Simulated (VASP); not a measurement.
# InP (I-4m2) in VASP: notebook, part 2 of 2

VASP 6.6.1. Earlier steps stand in the parts before.

### 3 Single point, PBE (biaxial xy strain +5.0%)

INCAR

```
PREC = Accurate
ENCUT = 520
EDIFF = 1E-6
ISMEAR = -1
SIGMA = 0.02
LREAL = F
LASPH = T
NELM = 60
ALGO = Normal
ISIF = 2
LWAVE = F
LCHARG = F
GGA = PE
NBANDS = 16
```

KPOINTS

```
regular mesh
0
Gamma
  8 8 8
```

POSCAR

```
InP
1.0
    0.0000000000      3.1006178667      2.9538133435
    3.1006178667      0.0000000000      2.9538133435
    3.1006178667      3.1006178667      0.0000000000
In P
1 1
Direct
    0.0000000000      0.0000000000      0.0000000000
    0.2500000000      0.2500000000      0.2500000000
```

Potentials or basis: VASP PAW PBE potentials, release 64 (In_d, P).

Started as:

```bash
$ cat potpaw_PBE.64/In_d/POTCAR potpaw_PBE.64/P/POTCAR > POTCAR
$ mpirun -np 1 vasp_std > vasp.out
```

OUTCAR:

```text
PREC = Accurate
   ENCUT = 520
   EDIFF = 1E-6
   ISMEAR = -1
   LREAL = F
   LASPH = T
   NELM = 60
   ISIF = 2
   GGA = PE

 ion  position               nearest neighbor table
   1  0.000  0.000  0.000-   2 2.64   2 2.64   2 2.64   2 2.64
   2  0.250  0.250  0.250-   1 2.64   1 2.64   1 2.64   1 2.64

  LATTYP: Found a body centered tetragonal cell.
 ALAT       =     4.3849358388
 C/A-ratio  =     1.3472549894

  Lattice vectors:

 A1 = (   0.0000000000,  -3.1006178667,  -2.9538133435)
 A2 = (   0.0000000000,   3.1006178667,  -2.9538133435)
 A3 = (   3.1006178667,   0.0000000000,   2.9538133435)

Analysis of symmetry for initial positions (statically):
=====================================================================
 Subroutine PRICEL returns:
 Original cell was already a primitive cell.

 Routine SETGRP: Setting up the symmetry group for a
 body centered tetragonal supercell.

 Subroutine GETGRP returns: Found  8 space group operations
[... 155 lines left out ...]

 Free energy of the ion-electron system (eV)
  ---------------------------------------------------
  ext. energy  EPLUGINS =         0.00000000
  ---------------------------------------------------
  free energy    TOTEN  =        -8.34911407 eV

  energy without entropy =       -8.34905682  energy(sigma->0) =       -8.34908544

 E-fermi :   4.0404     XC(G=0):  -8.7611

 val. band max:        3.9983333595   @ k =   0.0000   0.0000   0.0000
 cond. band min:       4.0815705353   @ k =   0.0000   0.0000   0.0000
 fundamental gap:      0.0832371758
 Fermi energy:         4.0403604531

 k-point     1 :       0.0000    0.0000    0.0000
  band No.  band energies     occupation
      1     -10.0501      2.00000
      2     -10.0501      2.00000
      3     -10.0317      2.00000
      4      -9.9503      2.00000
      5      -9.9392      2.00000
      6      -6.7988      2.00000
[... 433 lines left out ...]
      3     -10.0100      2.00000
      4      -9.9488      2.00000
      5      -9.9336      2.00000
      6      -5.7972      2.00000
[... 8 lines left out ...]
     15      13.4639      0.00000
     16      13.9363      0.00000

 [... further k-points ...]
[... 5 lines left out ...]
  --------------------------------------------------------------------------------------
  -------------------------------------------------------------------------------------
  Total       -1.4887838     -1.4887838     -0.8401405      0.0000000      0.0000000      0.0000000
  in kB      -41.9983943    -41.9983943    -23.7002527      0.0000000      0.0000000      0.0000000
  external PRESSURE =     -35.8990137 kB  Pullay stress =       0.0000000 kB

 VOLUME and BASIS-vectors are now :
 -----------------------------------------------------------------------------
  energy-cutoff  :      520.00
  volume of cell :       56.79
      direct lattice vectors                 reciprocal lattice vectors
     0.000000000  3.100617867  2.953813343    -0.161258182  0.161258182  0.169272714
     3.100617867  0.000000000  2.953813343     0.161258182 -0.161258182  0.169272714
     3.100617867  3.100617867  0.000000000     0.161258182  0.161258182 -0.169272714

 POSITION                                       TOTAL-FORCE (eV/Angst)
 -----------------------------------------------------------------------------------
      0.00000      0.00000      0.00000         0.000000      0.000000     -0.000000
      1.55031      1.55031      1.47691        -0.000000     -0.000000      0.000000
 -----------------------------------------------------------------------------------
    total drift:                               -0.000001     -0.000001     -0.000002

  FREE ENERGIE OF THE ION-ELECTRON SYSTEM (eV)
  ---------------------------------------------------
  free  energy   TOTEN  =        -8.3491140697 eV

  energy  without entropy=       -8.3490568157  energy(sigma->0) =       -8.34908544
```

OSZICAR:

```text
N       E                     dE             d eps       ncg     rms          rms(c)
DAV:   1     0.111848865585E+03    0.11185E+03   -0.83071E+03  1896   0.121E+03
DAV:   2    -0.934184401082E+00   -0.11278E+03   -0.10807E+03  2128   0.295E+02
DAV:   3    -0.850867869597E+01   -0.75745E+01   -0.75378E+01  2496   0.748E+01
DAV:   4    -0.871791037691E+01   -0.20923E+00   -0.20917E+00  2400   0.138E+01
DAV:   5    -0.872683466326E+01   -0.89243E-02   -0.89242E-02  2832   0.235E+00    0.471E+00
DAV:   6    -0.836475893910E+01    0.36208E+00   -0.62487E-01  2992   0.113E+01    0.281E+00
DAV:   7    -0.834731737192E+01    0.17442E-01   -0.12571E-01  2704   0.244E+00    0.114E+00
DAV:   8    -0.834821150440E+01   -0.89413E-03   -0.11441E-02  2352   0.120E+00    0.204E-01
DAV:   9    -0.834890203496E+01   -0.69053E-03   -0.13232E-03  2448   0.410E-01    0.137E-01
DAV:  10    -0.834902965402E+01   -0.12762E-03   -0.16590E-04  2744   0.114E-01    0.779E-02
DAV:  11    -0.834911434618E+01   -0.84692E-04   -0.12620E-04  2344   0.780E-02    0.314E-02
DAV:  12    -0.834911406974E+01    0.27644E-06   -0.63529E-06  2328   0.254E-02
   1 F= -.83491141E+01 E0= -.83490854E+01  d E =-.572541E-04
```

Run time: 64 s. Hardware: 1 thread of AMD EPYC 7R13, shared host; peak memory 0.18 GiB.

Results:

```yaml
Free_energy: -8.3491 eV
Pressure: -3.6 GPa
Band_gap_on_the_k_mesh: 0.08 eV, direct
```

Caveat: the cell differs from its parent crystal (biaxial xy strain +5.0%); spin-orbit coupling is left out, which moves the levels of the heavy elements.

### 4 Single point, r2SCAN (uniaxial y strain -5.3%)

POSCAR

```
InP
1.0
    0.0000000000      2.7984427617      2.9538133435
    2.9538133435      0.0000000000      2.9538133435
    2.9538133435      2.7984427617      0.0000000000
In P
1 1
Direct
    0.0000000000      0.0000000000      0.0000000000
    0.2500000000      0.2500000000      0.2500000000
```

INCAR.step1

```
  PREC = Accurate
  ENCUT = 520
  ISMEAR = 0
  SIGMA = 0.01
  LREAL = False
  LASPH = True
  NELM = 60
  NBANDS = 16
  GGA = PE
  ALGO = Normal
  EDIFF = 1E-4
  LWAVE = True
  LCHARG = False
```

INCAR.step2

```
  PREC = Accurate
  ENCUT = 520
  EDIFF = 1E-7
  ISMEAR = 0
  SIGMA = 0.01
  LREAL = False
  LASPH = True
  NELM = 60
  ALGO = Normal
  ISIF = 2
  LWAVE = False
  LCHARG = False
  METAGGA = R2SCAN
  LMIXTAU = True
  NBANDS = 16
  ISTART = 1
```

KPOINTS

```
Automatic mesh
0
Gamma
  8 8 8
```

Started as:

```bash
$ cat potpaw_PBE.64/In_d/POTCAR potpaw_PBE.64/P/POTCAR > POTCAR
$ cp INCAR.step1 INCAR
$ mpirun -np 1 vasp_std > vasp.out
$ cp INCAR.step2 INCAR
$ mpirun -np 1 vasp_std > vasp.out
```

Run time: 5.7 min. Hardware: 1 thread of AMD EPYC 7R13, shared host; peak memory 0.17 GiB.

It converged, with:

| Quantity | Value |
| --- | --- |
| Free energy | -32.2536 eV |
| Pressure | 3.9 GPa |
| Band gap on the k mesh | 1.17 eV, direct |

Stress tensor (GPa, compression positive):
```
3.24 0.00 0.00
0.00 5.28 0.00
0.00 0.00 3.24
```

Levels at points of the mesh, in eV from the valence-band top:
```tsv
k point	band 7	band 8	band 9	band 10	band 11	band 12
(0.00, 0.00, 0.00)	-0.25	-0.25	0.00	1.17	4.24	4.32
(0.50, 0.00, 0.00)	-6.21	-1.40	-1.04	1.73	4.80	5.26
(0.50, 0.50, 0.00)	-6.29	-2.58	-2.54	1.91	2.57	9.71
(0.50, 0.00, 0.50)	-5.93	-2.89	-2.89	1.59	2.04	10.30
```

Caveat: the cell differs from its parent crystal (uniaxial y strain -5.3%); the PAW data sets were made with another functional, which shifts forces and pressure a little; spin-orbit coupling is left out, which moves the levels of the heavy elements.

### 5 Single point, r2SCAN (biaxial xy strain +5.0%)

POSCAR

```
InP
1.0
    0.0000000000      3.1006178667      2.9538133435
    3.1006178667      0.0000000000      2.9538133435
    3.1006178667      3.1006178667      0.0000000000
In P
1 1
Direct
    0.0000000000      0.0000000000      0.0000000000
    0.2500000000      0.2500000000      0.2500000000
```

INCAR.step1

```
SYSTEM = InP
ALGO = Normal
EDIFF = 1E-4
ENCUT = 520
GGA = PE
ISMEAR = -1
LASPH = .TRUE.
LCHARG = .FALSE.
LREAL = .FALSE.
LWAVE = .TRUE.
NBANDS = 16
NELM = 100
PREC = Accurate
SIGMA = 0.02
```

INCAR.step2

```
SYSTEM = InP
ALGO = Normal
EDIFF = 1E-6
ENCUT = 520
ISIF = 2
ISMEAR = -1
ISTART = 1
LASPH = .TRUE.
LCHARG = .TRUE.
LELF = .TRUE.
LMIXTAU = .TRUE.
LREAL = .FALSE.
LVHAR = .TRUE.
LWAVE = .FALSE.
METAGGA = R2SCAN
NBANDS = 16
NELM = 100
PREC = Accurate
SIGMA = 0.02
```

KPOINTS

```
k-points
0
G
  8 8 8
  0 0 0
```

Started as:

```bash
$ cat potpaw_PBE.64/In_d/POTCAR potpaw_PBE.64/P/POTCAR > POTCAR
$ cp INCAR.step1 INCAR
$ mpirun -np 1 vasp_std > vasp.out
$ cp INCAR.step2 INCAR
$ mpirun -np 1 vasp_std > vasp.out
```

Wall time 5.4 min (1 thread of AMD EPYC 7R13, shared host); peak memory 0.2 GiB.

Results (log left out):

```
Free energy            : -32.1880 eV
Pressure               : -5.4 GPa
Band gap on the k mesh : 0.31 eV, direct
```

Stress tensor (GPa, compression positive):
```
-6.12  0.00  0.00
 0.00 -6.12  0.00
 0.00  0.00 -4.07
```

Levels at points of the mesh, in eV from the valence-band top:
| k point | band 6 | band 7 | band 8 | band 9 | band 10 | band 11 | band 12 | band 13 |
| --- | --- | --- | --- | --- | --- | --- | --- | --- |
| (0.00, 0.00, 0.00) | -11.35 | -0.20 | -0.20 | 0.00 | 0.31 | 4.22 | 4.32 | 4.32 |
| (0.50, 0.00, 0.00) | -9.92 | -5.41 | -1.11 | -0.83 | 1.37 | 4.84 | 5.16 | 7.10 |
| (0.50, 0.50, 0.00) | -9.29 | -5.32 | -2.32 | -2.32 | 1.90 | 2.08 | 9.24 | 9.30 |
| (0.50, 0.00, 0.50) | -9.43 | -5.59 | -2.07 | -2.06 | 2.13 | 2.51 | 8.79 | 9.10 |

Caveat: the cell differs from its parent crystal (biaxial xy strain +5.0%); the PAW data sets were made with another functional, which shifts forces and pressure a little; spin-orbit coupling is left out, which moves the levels of the heavy elements.

### 6 Single point, PBE (uniaxial y strain -5.3%)

INCAR

```
ALGO     = Normal         # electronic algorithm
EDIFF    = 1E-6           # SCF threshold, eV
ENCUT    = 500            # plane-wave cutoff, eV
GGA      = PE             # functional
GGA_COMPAT= F            
ISIF     = 2              # what is computed and relaxed
ISMEAR   = 0              # smearing method
LASPH    = T              # aspherical terms in the spheres
LCHARG   = F              # write CHGCAR
LREAL    = F              # projectors in reciprocal space
LWAVE    = F              # write WAVECAR
NBANDS   = 16             # bands
NELM     = 120            # most SCF steps
PREC     = Accurate       # precision mode
SIGMA    = 0.01           # smearing width, eV
```

KPOINTS

```
k-points
0
Gamma
  4 4 4
```

POSCAR

```
InP
1.0
    0.0000000000      2.7984427617      2.9538133435
    2.9538133435      0.0000000000      2.9538133435
    2.9538133435      2.7984427617      0.0000000000
In P
1 1
Direct
    0.0000000000      0.0000000000      0.0000000000
    0.2500000000      0.2500000000      0.2500000000
```

Potentials or basis: VASP PAW PBE potentials, release 64 (In_d, P).

Started as:

```bash
$ cat potpaw_PBE.64/In_d/POTCAR potpaw_PBE.64/P/POTCAR > POTCAR
$ mpirun -np 1 vasp_std > vasp.out
```

It took 25 s on 1 thread of AMD EPYC 7R13, shared host; peak memory 0.13 GiB.

Results (log left out):

```yaml
Free_energy: -8.2174 eV
Pressure: 5.8 GPa
Band_gap_on_the_k_mesh: 0.69 eV, direct
```

Stress tensor (GPa, compression positive):
```
5.21 0.00 0.00
0.00 7.05 0.00
0.00 0.00 5.21
```

Levels at points of the mesh, in eV from the valence-band top:
```tsv
k point	band 5	band 6	band 7	band 8	band 9	band 10	band 11	band 12	band 13	band 14
(0.00, 0.00, 0.00)	-14.29	-11.88	-0.24	-0.24	0.00	0.69	3.87	3.95	3.95	8.52
(0.50, 0.00, 0.00)	-14.26	-10.05	-6.07	-1.35	-1.00	1.35	4.44	4.87	7.01	9.40
(0.50, 0.50, 0.00)	-14.26	-9.43	-6.17	-2.49	-2.46	1.63	2.26	9.04	9.37	9.62
(0.50, 0.00, 0.50)	-14.24	-9.23	-5.83	-2.79	-2.79	1.33	1.76	9.58	9.58	9.60
```

Caveat: the k points lie up to 0.47 Å⁻¹ apart; the cell differs from its parent crystal (uniaxial y strain -5.3%); spin-orbit coupling is left out, which moves the levels of the heavy elements.

### 7 Overview

```csv
level,cell,k mesh,cutoff (eV),smearing,gap on the mesh (eV),pressure (GPa)
PBE,"a = 4.069, b = 4.177 Å, angles 59.1, 61.8, 59.1°, 2 atoms",8 × 8 × 8,520,fermi-dirac 0.02 eV,0.71,5.6
PBE,"a = 4.282, b = 4.282, c = 4.385 Å, angles 59.2, 59.2, 61.6°, 2 atoms",8 × 8 × 8,520,fermi-dirac 0.02 eV,0.08,-3.6
r2SCAN,"a = 4.069, b = 4.177 Å, angles 59.1, 61.8, 59.1°, 2 atoms",8 × 8 × 8,520,gaussian 0.01 eV,1.17,3.9
r2SCAN,"a = 4.282, b = 4.282, c = 4.385 Å, angles 59.2, 59.2, 61.6°, 2 atoms",8 × 8 × 8,520,fermi-dirac 0.02 eV,0.31,-5.4
PBE,"a = 4.069, b = 4.177 Å, angles 59.1, 61.8, 59.1°, 2 atoms",4 × 4 × 4,500,gaussian 0.01 eV,0.69,5.8
```

Alike in all rows: task single point; potentials or basis VASP PAW PBE potentials, release 64 (In_d, P); no spin polarisation.

Caveats: some runs use coarse meshes; spin-orbit coupling is left out, which moves the levels of the heavy elements; the PAW data sets were made with another functional, which shifts forces and pressure a little (some runs).

Total energies depend on the potentials used, so only differences within one code and one set of settings carry meaning.
